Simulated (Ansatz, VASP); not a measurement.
# MgO in VASP and in Ansatz

```
Mg O
1.0
     3.39655    0.00000    0.00000
    -1.69828    2.94150    0.00000
     0.00000    0.00000    4.74804
Mg O
2 2
Direct
  0.33333 0.66667 0.96824
  0.66667 0.33333 0.46824
  0.33333 0.66667 0.40094
  0.66667 0.33333 0.90094
```

Alike in both runs: task single point; functional PBEsol; k mesh 9 × 9 × 6; occupations gaussian, width 0.05 eV; no spin polarisation.

|  | VASP | Ansatz |
| --- | --- | --- |
| version | VASP 6.6.1 | Ansatz 0.2.0 |
| potentials or method | VASP PAW PBE potentials, release 64 (Mg, O), cutoff 520 eV | scalar-relativistic, plane waves, PAW |
| valence electrons in the cell | 16 | 32 |

VASP gave:

```
gap on the k mesh at the Fermi level (eV)                     : 3.01
least direct gap on the mesh (eV)                             : 3.01
pressure (GPa)                                                : -3.2
traceless stress, the component that is largest in VASP (GPa) : -1.63
rms of the force components (eV/Å)                            : 0.040
```

Question: Which values does Ansatz return?

Answer: gap on the k mesh at the Fermi level (eV): 3.02; least direct gap on the mesh (eV): 3.02; pressure (GPa): -2.8; traceless stress, the component that is largest in VASP (GPa): -1.64; rms of the force components (eV/Å): 0.038.

VASP's potentials were made for PBE, not for PBEsol, and Ansatz warns of the same on its side. Atom by atom the forces differ by 0.002 eV/Å (rms over components). VASP's potentials hold 16 valence electrons a cell and Ansatz's 32, so a difference there can come from the potentials and not from the codes.
